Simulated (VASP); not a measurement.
# C (Fd-3m) in VASP: further runs, part 2 of 2

VASP 6.6.1. Earlier steps stand in the parts before.

## 5. Relaxation of cell and atoms, LDA, target pressure 18 GPa, at which the enthalpy is minimised

This run uses another cell than the first one, of 5.43 Å³/atom.

INCAR reads:

```
ALGO = Normal ; EDIFF = 1E-7
EDIFFG = -0.001 ; ENCUT = 600
GGA = CA ; GGA_COMPAT = F
IBRION = 2 ; ISIF = 3
ISMEAR = 0 ; LASPH = T
LCHARG = F ; LREAL = F
LWAVE = F ; NELM = 120
NELMIN = 4 ; NSW = 80
PREC = Accurate ; PSTRESS = 180.0
SIGMA = 0.01
```

KPOINTS reads:

```
k-points
0
Gamma
  12 12 12
```

POSCAR reads:

```
C
1.0
    0.0000000000      1.7573064923      1.7573064923
    1.7573064923      0.0000000000      1.7573064923
    1.7573064923      1.7573064923      0.0000000000
C
2
Direct
    0.5000000000      0.5000000000      0.5000000000
    0.7500000000      0.7500000000      0.7500000000
```

Potentials or basis: VASP PAW LDA potentials, release 64 (C).

Run with:

```bash
cat potpaw_LDA.64/C/POTCAR > POTCAR
mpirun -np 1 vasp_std > vasp.out
```

OUTCAR:

```text
EDIFF = 1E-7
   EDIFFG = -0.001
   ENCUT = 600
   GGA = CA
   IBRION = 2
   ISIF = 3
   ISMEAR = 0
   LASPH = T
   LREAL = F
   NELM = 120
   NELMIN = 4
   NSW = 80
   PREC = Accurate
   PSTRESS = 180.0

 ion  position               nearest neighbor table
   1  0.500  0.500  0.500-   2 1.52   2 1.52   2 1.52   2 1.52
   2  0.750  0.750  0.750-   1 1.52   1 1.52   1 1.52   1 1.52

  LATTYP: Found a face centered cubic cell.
 ALAT       =     3.5146129846

  Lattice vectors:

 A1 = (   0.0000000000,   1.7573064923,   1.7573064923)
 A2 = (   1.7573064923,   0.0000000000,   1.7573064923)
 A3 = (   1.7573064923,   1.7573064923,   0.0000000000)

Analysis of symmetry for initial positions (statically):
=====================================================================
 Subroutine PRICEL returns:
 Original cell was already a primitive cell.

 Routine SETGRP: Setting up the symmetry group for a
 face centered cubic supercell.

 Subroutine GETGRP returns: Found 48 space group operations
 (whereof 24 operations were pure point group operations)
[... 174 lines left out ...]
  -------------------------------------------------------------------------------------
  Total        0.5339845      0.5339845      0.5339845      0.0000000     -0.0000000      0.0000000
  in kB       78.8254907     78.8254907     78.8254907      0.0000000     -0.0000000      0.0000000
  external PRESSURE =    -101.1745093 kB  Pullay stress =     180.0000000 kB
[... 177 lines left out ...]
--------------------------------------- Ionic step        6  -------------------------------------------

 number of electron       7.9999999 magnetization

 Free energy of the ion-electron system (eV)
  ---------------------------------------------------
  ext. energy  EPLUGINS =         0.00000000
  ---------------------------------------------------
  free energy    TOTEN  =       -20.22985923 eV

  energy without entropy =      -20.22985923  energy(sigma->0) =      -20.22985923

 E-fermi :  10.7360     XC(G=0): -13.8115

 val. band max:       10.6800329177   @ k =   0.0000   0.0000   0.0000
 cond. band min:      14.9650487813   @ k =   0.3333   0.3333   0.0000
 fundamental gap:      4.2850158637
 Fermi energy:        10.7360167338

 k-point     1 :       0.0000    0.0000    0.0000
  band No.  band energies     occupation
      1     -11.5089      2.00000
      2      10.6800      2.00000
      3      10.6800      2.00000
      4      10.6800      2.00000
      5      16.4035      0.00000
      6      16.4035      0.00000
      7      16.4035      0.00000
      8      25.7256      0.00000
[... 243 lines left out ...]
 k-point    24 :      -0.4167    0.1667    0.0000
  band No.  band energies     occupation
      1      -4.9185      2.00000
      2      -2.4545      2.00000
      3       4.9785      2.00000
      4       6.8775      2.00000
      5      18.4136      0.00000
      6      21.2443      0.00000
      7      22.7959      0.00000
      8      26.6955      0.00000

 [... further k-points ...]

------------------------ aborting loop because EDIFF is reached ----------------------------------------

  FORCE on cell =-STRESS in cart. coord.  units (eV):
  Direction    XX          YY          ZZ          XY          YZ          ZX
  --------------------------------------------------------------------------------------
  -------------------------------------------------------------------------------------
  Total        1.1955018      1.1955018      1.1955018      0.0000000      0.0000000      0.0000000
  in kB      180.0043270    180.0043270    180.0043270      0.0000000      0.0000000      0.0000000
  external PRESSURE =       0.0043270 kB  Pullay stress =     180.0000000 kB
[... 21 lines left out ...]
  energy  without entropy=      -20.2298592257  energy(sigma->0) =      -20.22985923

  enthalpy is  TOTEN    =       -19.0343861208 eV   P V=        1.1954731049

 reached required accuracy - stopping structural energy minimisation
```

Run time: 13 s. Hardware: 1 thread of AMD EPYC 7R13 (Zen 3), shared host; peak memory 0.08 GiB.

Results:

| Quantity | Value |
| --- | --- |
| Free energy | -20.2299 eV |
| Relaxed volume | 5.32 Å³/atom |
| Relaxed cell | a = 2.469 Å, b = 2.469 Å, c = 2.469 Å, α = 60.00°, β = 60.00°, γ = 60.00° |
| Space group after relaxing (to 0.1 Å) | Fd-3m (No. 227) |
| Energy change on relaxing (the run minimises the enthalpy) | +8.5 meV/atom |
| Ionic steps | 6 |
| Pressure after relaxing | 18.0 GPa |
| Band gap on the k mesh | 4.29 eV (least direct gap 5.72 eV) |

Step by step:
| step | energy change (eV) | largest force (eV/Å) | pressure (GPa) | volume (Å³) |
| --- | --- | --- | --- | --- |
| 1 | 0.0000 | 0.0000 | 7.88 | 10.85 |
| 2 | 0.0690 | 0.0000 | 34.87 | 10.32 |
| 3 | 0.0169 | 0.0000 | 17.91 | 10.64 |
| 4 | 0.0173 | 0.0000 | 18.12 | 10.64 |
| 5 | 0.0167 | 0.0000 | 17.85 | 10.64 |
| 6 | 0.0171 | 0.0000 | 18.00 | 10.64 |

Final structure:
```cif
data_structure
_symmetry_space_group_name_H-M 'P 1'
_symmetry_Int_Tables_number 1
_cell_length_a 2.4689
_cell_length_b 2.4689
_cell_length_c 2.4689
_cell_angle_alpha 60.000
_cell_angle_beta 60.000
_cell_angle_gamma 60.000
_cell_volume 10.64
loop_
_atom_site_label
_atom_site_type_symbol
_atom_site_fract_x
_atom_site_fract_y
_atom_site_fract_z
_atom_site_occupancy
C1 C 0.50000 0.50000 0.50000 1
C2 C 0.75000 0.75000 0.75000 1
```

Levels at points of the mesh, in eV from the valence-band top:
| k point | band 1 | band 2 | band 3 | band 4 | band 5 | band 6 | band 7 | band 8 |
| --- | --- | --- | --- | --- | --- | --- | --- | --- |
| (0.00, 0.00, 0.00) | -22.19 | 0.00 | 0.00 | 0.00 | 5.72 | 5.72 | 5.72 | 15.05 |
| (0.50, 0.00, 0.00) | -15.97 | -14.09 | -2.96 | -2.96 | 8.66 | 8.66 | 9.90 | 15.98 |
| (0.50, 0.50, 0.00) | -13.07 | -13.07 | -6.69 | -6.69 | 4.85 | 4.85 | 17.61 | 17.61 |

Caveat: the cell is relaxed towards a set pressure, so the run minimises the enthalpy, not the energy. Zero-point motion and thermal expansion aren't in these numbers.

## 6. Relaxation of cell and atoms, LDA

This run uses another cell than the first one, of 5.51 Å³/atom.

INCAR reads:

```
SYSTEM = C
PREC = Accurate
ENCUT = 600
EDIFF = 1E-7
ISMEAR = 0
SIGMA = 0.02
LREAL = .False.
LASPH = .True.
NELM = 120
ALGO = Normal
ISIF = 3
LWAVE = .False.
LCHARG = .False.
GGA = CA
IBRION = 2
NSW = 100
EDIFFG = -0.005
GGA_COMPAT = .False.
NELMIN = 4
```

KPOINTS reads:

```
Automatic mesh
0
Gamma
  12 12 12
  0 0 0
```

POSCAR reads:

```
C
1.0
    0.0000000000      1.7660493893      1.7660493893
    1.7660493893      0.0000000000      1.7660493893
    1.7660493893      1.7660493893      0.0000000000
C
2
Direct
    0.5000000000      0.5000000000      0.5000000000
    0.7500000000      0.7500000000      0.7500000000
```

Potentials or basis: VASP PAW LDA potentials, release 64 (C).

Run with:

```bash
cat potpaw_LDA.64/C/POTCAR > POTCAR
mpirun -np 1 vasp_std > vasp.out
```

It took 7.8 s on 1 thread of AMD EPYC 7R13 (Zen 3), shared host; peak memory 0.08 GiB.

The run converged. Its results:

| Item | Value |
| --- | --- |
| Free energy | -20.2521 eV |
| Relaxed volume | 5.52 Å³/atom |
| Relaxed cell | a = 2.499 Å, b = 2.499 Å, c = 2.499 Å, α = 60.00°, β = 60.00°, γ = 60.00° |
| Space group after relaxing (to 0.1 Å) | Fd-3m (No. 227) |
| Energy gained by relaxing | 0.0 meV/atom |
| Ionic steps | 3 |
| Pressure after relaxing | 0.0 GPa |
| Band gap on the k mesh | 4.19 eV (least direct gap 5.62 eV) |

Final structure:
```
C
1.0
     0.00000    1.76692    1.76692
     1.76692    0.00000    1.76692
     1.76692    1.76692    0.00000
C
2
Direct
  0.50000 0.50000 0.50000
  0.75000 0.75000 0.75000
```

Levels at points of the mesh, in eV from the valence-band top:
```csv
k point,band 1,band 2,band 3,band 4,band 5,band 6,band 7,band 8
"(0.00, 0.00, 0.00)",-21.69,0.00,0.00,0.00,5.62,5.62,5.62,14.20
"(0.50, 0.00, 0.00)",-15.69,-13.67,-2.86,-2.86,8.50,8.50,9.40,15.66
"(0.50, 0.50, 0.00)",-12.81,-12.81,-6.46,-6.46,4.77,4.77,17.05,17.05
```

## 7. Overview

```csv
task,cell,smearing,gap on the mesh (eV),pressure (GPa)
single point,"a = 2.443 Å, angles 60.0°, 2 atoms",gaussian 0.01 eV,4.37,36.1
single point,"a = 2.443 Å, angles 60.0°, 2 atoms",tetrahedron,4.37,36.1
relaxation of cell and atoms,"relaxed to 35 GPa from a = 2.467 Å, angles 60.0°, 2 atoms",gaussian 0.01 eV,4.36,35.0
relaxation of cell and atoms,"relaxed to 18 GPa from a = 2.485 Å, angles 60.0°, 2 atoms",gaussian 0.01 eV,4.29,18.0
relaxation of cell and atoms,"relaxed from a = 2.498 Å, angles 60.0°, 2 atoms",gaussian 0.02 eV,4.19,0.0
```

Alike in all rows: level LDA; potentials or basis VASP PAW LDA potentials, release 64 (C); no spin polarisation; k mesh 12 × 12 × 12; cutoff (eV) 600.

Caveats: the cell stands under pressure (at least some runs); the cell is relaxed towards a set pressure, so the run minimises the enthalpy, not the energy (at least some runs).

Total energies depend on the potentials used, so only differences within one code and one set of settings carry meaning.
